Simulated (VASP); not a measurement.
# KNaICl (Pmmm) in VASP: notebook, part 2 of 2

VASP 6.6.1.

## (3) Single point, LDA

This run uses another cell than the first one, of the same volume but with other edges.

INCAR

```
SYSTEM = KNaICl
PREC     = Accurate       ! precision mode
ENCUT    = 520            ! plane-wave cutoff, eV
EDIFF    = 1E-7           ! SCF threshold, eV
ISMEAR   = 0              ! smearing method
SIGMA    = 0.05           ! smearing width, eV
LREAL    = .FALSE.        ! projectors in reciprocal space
LASPH    = .TRUE.         ! aspherical terms in the spheres
NELM     = 80             ! most SCF steps
ALGO     = Normal         ! electronic algorithm
ISIF     = 2              ! what is computed and relaxed
LWAVE    = .FALSE.        ! write WAVECAR
LCHARG   = .FALSE.        ! write CHGCAR
GGA      = CA             ! functional
NBANDS   = 23             ! bands
```

KPOINTS

```
Automatic mesh
0
G
  6 6 4
  0 0 0
```

POSCAR

```
KNaICl
1.0
    4.1618874495      0.0000000000      0.0000000000
    0.0000000000      4.4790083245      0.0000000000
    0.0000000000      0.0000000000      6.4994237378
K Na I Cl
1 1 1 1
Direct
    0.5000000000      0.5000000000      0.5000000000
    0.0000000000      0.0000000000      0.0000000000
    0.5000000000      0.5000000000      0.0000000000
    0.0000000000      0.0000000000      0.5000000000
```

Potentials or basis: VASP PAW LDA potentials, release 64 (K_sv, Na_pv, I, Cl).

The run is started by

```console
cat potpaw_LDA.64/K_sv/POTCAR potpaw_LDA.64/Na_pv/POTCAR potpaw_LDA.64/I/POTCAR potpaw_LDA.64/Cl/POTCAR > POTCAR
mpirun -np 1 vasp_std > vasp.out
```

OUTCAR:

```text
SYSTEM = KNaICl
   PREC = Accurate
   ENCUT = 520
   EDIFF = 1E-7
   ISMEAR = 0
   LREAL = .FALSE.
   LASPH = .TRUE.
   NELM = 80
   ISIF = 2
   GGA = CA

 ion  position               nearest neighbor table
   1  0.500  0.500  0.500-   4 3.06   4 3.06   4 3.06   4 3.06   3 3.25   3 3.25
   2  0.000  0.000  0.000-   3 3.06   3 3.06   3 3.06   3 3.06
   3  0.500  0.500  0.000-   2 3.06   2 3.06   2 3.06   2 3.06   1 3.25   1 3.25
   4  0.000  0.000  0.500-   1 3.06   1 3.06   1 3.06   1 3.06

  LATTYP: Found a simple orthorhombic cell.
 ALAT       =     4.1618874495
 B/A-ratio  =     1.0761964082
[... 818 lines left out ...]
 [... further k-points ...]
[... 5 lines left out ...]
  --------------------------------------------------------------------------------------
  -------------------------------------------------------------------------------------
  Total        0.5459296     -0.4074446      0.0127979     -0.0000000      0.0000000      0.0000000
  in kB        7.2193849     -5.3880561      0.1692392     -0.0000000      0.0000000      0.0000000
  external PRESSURE =       0.6668560 kB  Pullay stress =       0.0000000 kB

 VOLUME and BASIS-vectors are now :
 -----------------------------------------------------------------------------
  energy-cutoff  :      520.00
  volume of cell :      121.16
      direct lattice vectors                 reciprocal lattice vectors
     4.161887450  0.000000000  0.000000000     0.240275599  0.000000000  0.000000000
     0.000000000  4.479008324  0.000000000     0.000000000  0.223263707  0.000000000
     0.000000000  0.000000000  6.499423738     0.000000000  0.000000000  0.153859794

 POSITION                                       TOTAL-FORCE (eV/Angst)
 -----------------------------------------------------------------------------------
      2.08094      2.23950      3.24971         0.000000      0.000000      0.000000
      0.00000      0.00000      0.00000         0.000000      0.000000      0.000000
      2.08094      2.23950      0.00000         0.000000      0.000000      0.000000
      0.00000      0.00000      3.24971         0.000000      0.000000      0.000000
 -----------------------------------------------------------------------------------
    total drift:                                0.000000     -0.000000     -0.000000

  FREE ENERGIE OF THE ION-ELECTRON SYSTEM (eV)
  ---------------------------------------------------
  free  energy   TOTEN  =       -13.2137175784 eV

  energy  without entropy=      -13.2137175784  energy(sigma->0) =      -13.21371758
```

OSZICAR:

```text
N       E                     dE             d eps       ncg     rms          rms(c)
DAV:   1     0.245824841280E+03    0.24582E+03   -0.13455E+04  2208   0.118E+03
DAV:   2     0.112973218501E+02   -0.23453E+03   -0.22063E+03  2380   0.325E+02
DAV:   3    -0.127772383086E+02   -0.24075E+02   -0.23880E+02  3493   0.964E+01
DAV:   4    -0.136205320220E+02   -0.84329E+00   -0.84125E+00  3185   0.163E+01
DAV:   5    -0.136468215748E+02   -0.26290E-01   -0.26287E-01  3334   0.233E+00    0.506E+00
DAV:   6    -0.132843420445E+02    0.36248E+00   -0.57700E-01  2698   0.355E+00    0.362E+00
DAV:   7    -0.132233802515E+02    0.60962E-01   -0.20331E-01  3007   0.225E+00    0.173E+00
DAV:   8    -0.132147454767E+02    0.86348E-02   -0.32771E-02  2981   0.113E+00    0.310E-01
DAV:   9    -0.132143738102E+02    0.37167E-03   -0.23109E-03  2789   0.262E-01    0.125E-01
DAV:  10    -0.132137859877E+02    0.58782E-03   -0.76929E-04  2927   0.212E-01    0.396E-02
DAV:  11    -0.132137168617E+02    0.69126E-04   -0.29434E-04  3078   0.998E-02    0.210E-02
DAV:  12    -0.132137190184E+02   -0.21567E-05   -0.54252E-05  2883   0.338E-02    0.152E-02
DAV:  13    -0.132137177187E+02    0.12997E-05   -0.57440E-06  3054   0.121E-02    0.601E-03
DAV:  14    -0.132137175951E+02    0.12360E-06   -0.83335E-07  2902   0.648E-03    0.257E-03
DAV:  15    -0.132137175784E+02    0.16690E-07   -0.25575E-07  2493   0.269E-03
   1 F= -.13213718E+02 E0= -.13213718E+02  d E =-.867151E-15
```

stdout:

```text
POSCAR found type information on POSCAR K NaI Cl
 POSCAR found :  4 types and       4 ions
 scaLAPACK will be used
 LDA part: xc-table for (Slater(with rela. corr.)+CA(PZ))
 , standard interpolation
 POSCAR, INCAR and KPOINTS ok, starting setup
 FFT: planning ... GRIDC
 FFT: planning ... GRID_SOFT
 FFT: planning ... GRID
 WAVECAR not read
 entering main loop
```

Wall time 2.1 min (1 thread of Intel Xeon Platinum 8259CL at 2.50GHz (Skylake/Cascade Lake), shared host); peak memory 0.28 GiB.

Results:

```
Free energy            : -13.2137 eV
Pressure               : 0.1 GPa
Band gap on the k mesh : 3.76 eV, indirect (least direct gap 3.79 eV)
```

Caveat: the cell differs from its parent crystal (strain +e along x and -e along y -0.0367, strain +e along z and -e/2 along x and y +0.0000); spin-orbit coupling is left out, which moves the levels of the heavy elements.

## (4) Single point, LDA

INCAR

```
PREC = Accurate
ENCUT = 520
EDIFF = 1E-6
ISMEAR = 0
SIGMA = 0.05
LREAL = F
LASPH = T
NELM = 60
ALGO = Normal
ISIF = 2
LWAVE = F
LCHARG = F
GGA = CA
NBANDS = 23
```

KPOINTS

```
Automatic mesh
0
Gamma
  6 6 4
```

POSCAR

```
KNaICl
1.0
    3.6868542044      0.0000000000      0.0000000000
    0.0000000000      4.6373527395      0.0000000000
    0.0000000000      0.0000000000      6.9758314978
K Na I Cl
1 1 1 1
Direct
    0.5000000000      0.5000000000      0.5000000000
    0.0000000000      0.0000000000      0.0000000000
    0.5000000000      0.5000000000      0.0000000000
    0.0000000000      0.0000000000      0.5000000000
```

The run is started by

```console
cat potpaw_LDA.64/K_sv/POTCAR potpaw_LDA.64/Na_pv/POTCAR potpaw_LDA.64/I/POTCAR potpaw_LDA.64/Cl/POTCAR > POTCAR
mpirun -np 1 vasp_std > vasp.out
```

It took 1.9 min on 1 thread of Intel Xeon Platinum 8259CL at 2.50GHz (Skylake/Cascade Lake), shared host; peak memory 0.28 GiB.

The run converged. Its results:

| Quantity | Value |
| --- | --- |
| Free energy | -12.8791 eV |
| Pressure | 1.4 GPa |
| Band gap on the k mesh | 2.66 eV, indirect (least direct gap 2.68 eV) |

Stress tensor (GPa, compression positive):
```
 5.83  0.00  0.00
 0.00  0.50  0.00
 0.00  0.00 -1.99
```

Levels at points of the mesh, in eV from the valence-band top:
```tsv
k point	band 13	band 14	band 15	band 16	band 17	band 18
(0.00, 0.00, 0.00)	-1.40	-1.05	-0.02	2.66	4.14	5.69
(0.50, 0.00, 0.00)	-1.95	-1.50	-1.48	4.72	4.93	6.21
(0.00, 0.50, 0.00)	-2.01	-1.27	0.00	4.90	5.11	5.88
(0.50, 0.50, 0.00)	-1.81	-1.79	-1.29	3.65	4.12	4.65
(0.00, 0.00, 0.50)	-1.77	-1.04	-0.04	3.52	4.79	5.54
(0.50, 0.00, 0.50)	-1.77	-1.56	-1.51	4.34	4.61	6.32
(0.00, 0.50, 0.50)	-1.85	-1.27	-0.01	3.91	5.44	6.66
(0.50, 0.50, 0.50)	-1.86	-1.85	-1.53	4.15	5.53	5.72
```

Caveat: the cell differs from its parent crystal (strain +e along x and -e along y -0.1100, strain +e along z and -e/2 along x and y +0.0733); spin-orbit coupling is left out, which moves the levels of the heavy elements.

## (5) Single point, LDA

INCAR

```
SYSTEM = KNaICl
ALGO = Normal ; EDIFF = 1E-6
ENCUT = 520 ; GGA = CA
ISIF = 2 ; ISMEAR = 0
LASPH = .True. ; LCHARG = .False.
LREAL = .False. ; LWAVE = .False.
NBANDS = 23 ; NELM = 100
PREC = Accurate ; SIGMA = 0.05
```

KPOINTS

```
k-points
0
Gamma
  6 6 4
  0 0 0
```

POSCAR

```
KNaICl
1.0
    4.0035430345      0.0000000000      0.0000000000
    0.0000000000      4.9540415696      0.0000000000
    0.0000000000      0.0000000000      6.0230159778
K Na I Cl
1 1 1 1
Direct
    0.5000000000      0.5000000000      0.5000000000
    0.0000000000      0.0000000000      0.0000000000
    0.5000000000      0.5000000000      0.0000000000
    0.0000000000      0.0000000000      0.5000000000
```

Potentials or basis: VASP PAW LDA potentials, release 64 (K_sv, Na_pv, I, Cl).

The run is started by

```console
cat potpaw_LDA.64/K_sv/POTCAR potpaw_LDA.64/Na_pv/POTCAR potpaw_LDA.64/I/POTCAR potpaw_LDA.64/Cl/POTCAR > POTCAR
mpirun -np 1 vasp_std > vasp.out
```

OUTCAR:

```text
SYSTEM = KNaICl
   EDIFF = 1E-6
   ENCUT = 520
   GGA = CA
   ISIF = 2
   ISMEAR = 0
   LASPH = .True.
   LREAL = .False.
   NELM = 100
   PREC = Accurate

 ion  position               nearest neighbor table
   1  0.500  0.500  0.500-   3 3.01   3 3.01   4 3.18   4 3.18   4 3.18   4 3.18
   2  0.000  0.000  0.000-
   3  0.500  0.500  0.000-   1 3.01   1 3.01
   4  0.000  0.000  0.500-   1 3.18   1 3.18   1 3.18   1 3.18

  LATTYP: Found a simple orthorhombic cell.
 ALAT       =     4.0035430345
 B/A-ratio  =     1.2374143420
[... 815 lines left out ...]
     22       9.1675      0.00000
     23       9.3482      0.00000

 [... further k-points ...]
[... 5 lines left out ...]
  --------------------------------------------------------------------------------------
  -------------------------------------------------------------------------------------
  Total        0.5151642     -2.1764000      3.2255232     -0.0000000      0.0000000      0.0000000
  in kB        6.9093644    -29.1898006     43.2606044     -0.0000000      0.0000000      0.0000000
  external PRESSURE =       6.9933894 kB  Pullay stress =       0.0000000 kB

 VOLUME and BASIS-vectors are now :
 -----------------------------------------------------------------------------
  energy-cutoff  :      520.00
  volume of cell :      119.46
      direct lattice vectors                 reciprocal lattice vectors
     4.003543034  0.000000000  0.000000000     0.249778756  0.000000000  0.000000000
     0.000000000  4.954041570  0.000000000     0.000000000  0.201855391  0.000000000
     0.000000000  0.000000000  6.023015978     0.000000000  0.000000000  0.166029777

 POSITION                                       TOTAL-FORCE (eV/Angst)
 -----------------------------------------------------------------------------------
      2.00177      2.47702      3.01151         0.000000      0.000000      0.000000
      0.00000      0.00000      0.00000         0.000000      0.000000      0.000000
      2.00177      2.47702      0.00000         0.000000      0.000000      0.000000
      0.00000      0.00000      3.01151         0.000000      0.000000      0.000000
 -----------------------------------------------------------------------------------
    total drift:                                0.000000      0.000000      0.000000

  FREE ENERGIE OF THE ION-ELECTRON SYSTEM (eV)
  ---------------------------------------------------
  free  energy   TOTEN  =       -12.9512561368 eV

  energy  without entropy=      -12.9512561368  energy(sigma->0) =      -12.95125614
```

stdout:

```text
POSCAR found type information on POSCAR K NaI Cl
 POSCAR found :  4 types and       4 ions
 scaLAPACK will be used
 LDA part: xc-table for (Slater(with rela. corr.)+CA(PZ))
 , standard interpolation
 POSCAR, INCAR and KPOINTS ok, starting setup
 FFT: planning ... GRIDC
 FFT: planning ... GRID_SOFT
 FFT: planning ... GRID
 WAVECAR not read
 entering main loop
```

Wall time 2.1 min (1 thread of Intel Xeon Platinum 8259CL at 2.50GHz (Skylake/Cascade Lake), shared host); peak memory 0.29 GiB.

Results:

| Property | Result |
| --- | --- |
| Free energy | -12.9513 eV |
| Pressure | 0.7 GPa |
| Band gap on the k mesh | 3.13 eV, direct |

Levels at points of the mesh, in eV from the valence-band top:
```
           k point  band 11  band 12  band 13  band 14  band 15  band 16  band 17  band 18  band 19  band 20
(0.00, 0.00, 0.00)    -1.75    -1.02    -0.97    -0.60     0.00     3.13     4.65     5.98     6.12     7.65
(0.50, 0.00, 0.00)    -2.08    -1.69    -1.68    -1.01    -0.67     5.32     5.35     6.72     6.77     7.18
(0.00, 0.50, 0.00)    -1.99    -1.86    -1.06    -0.98    -0.02     5.64     5.88     6.31     7.15     8.17
(0.50, 0.50, 0.00)    -2.17    -1.61    -1.31    -1.21    -0.56     4.12     4.62     5.09     7.05     8.33
(0.00, 0.00, 0.50)    -1.88    -1.47    -1.43    -0.94    -0.12     4.30     5.17     5.91     6.23     7.97
(0.50, 0.00, 0.50)    -2.31    -1.67    -1.28    -1.17    -1.07     4.79     5.07     6.34     7.85     8.40
(0.00, 0.50, 0.50)    -2.45    -1.21    -1.09    -1.06    -0.08     5.02     5.68     6.79     7.68     8.67
(0.50, 0.50, 0.50)    -1.79    -1.77    -1.75    -1.56    -1.38     5.08     6.30     7.06     7.08     7.17
```

Caveat: the cell differs from its parent crystal (strain +e along x and -e along y -0.1100, strain +e along z and -e/2 along x and y -0.0733); spin-orbit coupling is left out, which moves the levels of the heavy elements. A k mesh can miss the band edges.

## (6) Single point, LDA

INCAR

```
SYSTEM = KNaICl
PREC = Accurate
ENCUT = 520
EDIFF = 1E-6
ISMEAR = 0
SIGMA = 0.05
LREAL = .False.
LASPH = .True.
NELM = 100
ALGO = Normal
ISIF = 2
LWAVE = .False.
LCHARG = .False.
NBANDS = 23
```

KPOINTS

```
regular mesh
0
Gamma
  6 6 4
  0 0 0
```

POSCAR

```
KNaICl
1.0
    3.7661344231      0.0000000000      0.0000000000
    0.0000000000      4.3995120833      0.0000000000
    0.0000000000      0.0000000000      7.2143603490
K Na I Cl
1 1 1 1
Direct
    0.5000000000      0.5000000000      0.5000000000
    0.0000000000      0.0000000000      0.0000000000
    0.5000000000      0.5000000000      0.0000000000
    0.0000000000      0.0000000000      0.5000000000
```

Potentials or basis: VASP PAW LDA potentials, release 64 (K_sv, Na_pv, I, Cl).

The run is started by

```console
cat potpaw_LDA.64/K_sv/POTCAR potpaw_LDA.64/Na_pv/POTCAR potpaw_LDA.64/I/POTCAR potpaw_LDA.64/Cl/POTCAR > POTCAR
mpirun -np 1 vasp_std > vasp.out
```

OUTCAR:

```text
SYSTEM = KNaICl
   PREC = Accurate
   ENCUT = 520
   EDIFF = 1E-6
   ISMEAR = 0
   LREAL = .False.
   LASPH = .True.
   NELM = 100
   ISIF = 2

 ion  position               nearest neighbor table
   1  0.500  0.500  0.500-   4 2.90   4 2.90   4 2.90   4 2.90   3 3.61   3 3.61
   2  0.000  0.000  0.000-   3 2.90   3 2.90   3 2.90   3 2.90
   3  0.500  0.500  0.000-   2 2.90   2 2.90   2 2.90   2 2.90   1 3.61   1 3.61
   4  0.000  0.000  0.500-   1 2.90   1 2.90   1 2.90   1 2.90

  LATTYP: Found a simple orthorhombic cell.
 ALAT       =     3.7661344231
 B/A-ratio  =     1.1681771251
[... 823 lines left out ...]
  --------------------------------------------------------------------------------------
  -------------------------------------------------------------------------------------
  Total        4.6907024      2.2308518     -1.5724913      0.0000000      0.0000000      0.0000000
  in kB       62.8709896     29.9008230    -21.0766059      0.0000000      0.0000000      0.0000000
  external PRESSURE =      23.8984022 kB  Pullay stress =       0.0000000 kB

 VOLUME and BASIS-vectors are now :
 -----------------------------------------------------------------------------
  energy-cutoff  :      520.00
  volume of cell :      119.54
      direct lattice vectors                 reciprocal lattice vectors
     3.766134423  0.000000000  0.000000000     0.265524245  0.000000000  0.000000000
     0.000000000  4.399512083  0.000000000     0.000000000  0.227297932  0.000000000
     0.000000000  0.000000000  7.214360349     0.000000000  0.000000000  0.138612427

 POSITION                                       TOTAL-FORCE (eV/Angst)
 -----------------------------------------------------------------------------------
      1.88307      2.19976      3.60718         0.000000      0.000000      0.000000
      0.00000      0.00000      0.00000         0.000000      0.000000      0.000000
      1.88307      2.19976      0.00000         0.000000      0.000000      0.000000
      0.00000      0.00000      3.60718         0.000000      0.000000      0.000000
 -----------------------------------------------------------------------------------
    total drift:                               -0.000000      0.000000      0.000000

  FREE ENERGIE OF THE ION-ELECTRON SYSTEM (eV)
  ---------------------------------------------------
  free  energy   TOTEN  =       -12.8552192814 eV

  energy  without entropy=      -12.8552192814  energy(sigma->0) =      -12.85521928
```

Wall time 2.3 min (1 thread of Intel Xeon Platinum 8259CL at 2.50GHz (Skylake/Cascade Lake), shared host); peak memory 0.28 GiB.

Results:

- Free energy: -12.8552 eV
- Pressure: 2.4 GPa
- Band gap on the k mesh: 3.12 eV, indirect (least direct gap 3.16 eV)

Levels at points of the mesh, in eV from the valence-band top:
| k point | band 12 | band 13 | band 14 | band 15 | band 16 | band 17 | band 18 | band 19 |
| --- | --- | --- | --- | --- | --- | --- | --- | --- |
| (0.00, 0.00, 0.00) | -1.24 | -1.12 | -0.88 | -0.04 | 3.12 | 4.67 | 5.82 | 6.44 |
| (0.50, 0.00, 0.00) | -1.90 | -1.69 | -1.30 | -1.08 | 5.06 | 5.39 | 6.48 | 6.60 |
| (0.00, 0.50, 0.00) | -1.90 | -1.68 | -1.21 | 0.00 | 5.09 | 5.47 | 6.28 | 6.87 |
| (0.50, 0.50, 0.00) | -1.72 | -1.51 | -1.48 | -1.03 | 4.00 | 4.55 | 4.90 | 6.62 |
| (0.00, 0.00, 0.50) | -1.46 | -1.35 | -0.87 | -0.06 | 4.07 | 5.22 | 5.76 | 5.93 |
| (0.50, 0.00, 0.50) | -1.90 | -1.52 | -1.32 | -1.09 | 4.52 | 5.13 | 7.11 | 7.15 |
| (0.00, 0.50, 0.50) | -1.61 | -1.57 | -1.21 | -0.01 | 4.19 | 5.65 | 7.32 | 7.38 |
| (0.50, 0.50, 0.50) | -1.82 | -1.54 | -1.53 | -1.21 | 4.43 | 5.88 | 6.02 | 6.31 |

Caveat: the cell differs from its parent crystal (strain +e along x and -e along y -0.0733, strain +e along z and -e/2 along x and y +0.1100); spin-orbit coupling is left out, which moves the levels of the heavy elements. A k mesh can miss the band edges.

## (7) Summary

| cell | gap on the mesh (eV) | pressure (GPa) |
| --- | --- | --- |
| a = 4.241, b = 4.558, c = 6.261 Å, 4 atoms | 3.78 | 0.1 |
| a = 4.162, b = 4.479, c = 6.499 Å, 4 atoms | 3.76 | 0.1 |
| a = 3.687, b = 4.637, c = 6.976 Å, 4 atoms | 2.66 | 1.4 |
| a = 4.004, b = 4.954, c = 6.023 Å, 4 atoms | 3.13 | 0.7 |
| a = 3.766, b = 4.400, c = 7.214 Å, 4 atoms | 3.12 | 2.4 |

Alike in all rows: task single point; level LDA; potentials or basis VASP PAW LDA potentials, release 64 (K_sv, Na_pv, I, Cl); no spin polarisation; k mesh 6 × 6 × 4; cutoff (eV) 520; smearing gaussian 0.05 eV.

Caveats: spin-orbit coupling is left out, which moves the levels of the heavy elements.

Absolute energies hang on the potentials; compare differences alone.
